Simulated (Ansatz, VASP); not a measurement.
# KF in VASP and in Ansatz

```
K F
1.0
     3.25895    0.00000    0.00000
     0.00000    3.25895    0.00000
     0.00000    0.00000    3.25895
K F
1 1
Direct
  0.00000 0.00000 0.00000
  0.51627 0.48373 0.50000
```

Change from the starting cell: all F atoms moved +0.075 Å, as atom 2 along Cartesian [1 -1 0].

Alike in both runs: task single point; functional PBE; k mesh 8 × 8 × 8; occupations gaussian, width 0.05 eV; no spin polarisation.

```csv
,VASP,Ansatz
version,VASP 6.6.1,Ansatz 0.2.0
potentials or method,"VASP PAW PBE potentials, release 64 (K_sv, F), cutoff 520 eV","scalar-relativistic, plane waves, PAW"
valence electrons in the cell,16,16
```

VASP gave:

| Property | Result |
| --- | --- |
| gap on the k mesh at the Fermi level (eV) | 6.26 |
| least direct gap on the mesh (eV) | 6.31 |
| pressure (GPa) | 0.1 |
| traceless stress, the component that is largest in VASP (GPa) | -0.07 |
| rms of the force components (eV/Å) | 0.035 |

Question: What did Ansatz give for the same quantities?

Answer: gap on the k mesh at the Fermi level (eV): 6.28; least direct gap on the mesh (eV): 6.32; pressure (GPa): 0.1; traceless stress, the component that is largest in VASP (GPa): -0.07; rms of the force components (eV/Å): 0.032.

Atom by atom the forces differ by 0.002 eV/Å (rms over components). With one functional, cell and mesh, what is left measures potentials, basis and numerics.
